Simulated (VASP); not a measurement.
Here is a VASP 6.6.1 calculation.

Contents of INCAR:

```
ALGO = Normal
EDIFF = 1E-6
ENCUT = 520
GGA = PE
ISIF = 2
ISMEAR = 0
LASPH = T
LCHARG = F
LREAL = F
LWAVE = F
NBANDS = 51
NELM = 80
PREC = Accurate
SIGMA = 0.05
```

File KPOINTS:

```
k-points
0
Gamma
  6 6 6
```

Contents of POSCAR:

```
SrTiO3
1.0
   -3.9364035682      0.0000000000     -3.9364035682
    0.0000000000     -3.9364035682     -3.9364035682
   -3.9364035682     -3.9364035682      0.0000000000
Sr Ti O
2 2 6
Direct
    0.0000000000      0.0000000000      0.0000000000
    0.5000000000      0.5000000000      0.5000000000
    0.2500000000      0.2500000000      0.2702086782
    0.7500000000      0.7500000000      0.7297913218
    0.0000000000      0.5000000000      0.0000000000
    0.5000000000      0.0000000000      0.5000000000
    0.0000000000      0.5000000000      0.5000000000
    0.5000000000      0.0000000000      0.0000000000
    0.0000000000      0.0000000000      0.5000000000
    0.5000000000      0.5000000000      0.0000000000
```

Potentials or basis: VASP PAW PBE potentials, release 64 (Sr_sv, Ti_sv, O).

The run is started by

```bash
$ cat potpaw_PBE.64/Sr_sv/POTCAR potpaw_PBE.64/Ti_sv/POTCAR potpaw_PBE.64/O/POTCAR > POTCAR
$ mpirun -np 1 vasp_std > vasp.out
```

Task: Predict the band gap on the k mesh.

Result: 1.37 eV.

Task: Estimate the largest force.

Result: 3.462 eV/Å.

Stress tensor (GPa, compression positive):
```
 2.30 -0.64  0.00
-0.64  2.30  0.00
 0.00  0.00  0.21
```

Caveat: the cell differs from its parent crystal (atoms displaced along a vibrational mode); forces of over 1 eV/Å act on the atoms, so gaps and moduli don't describe the material at rest. A k mesh can miss the band edges.
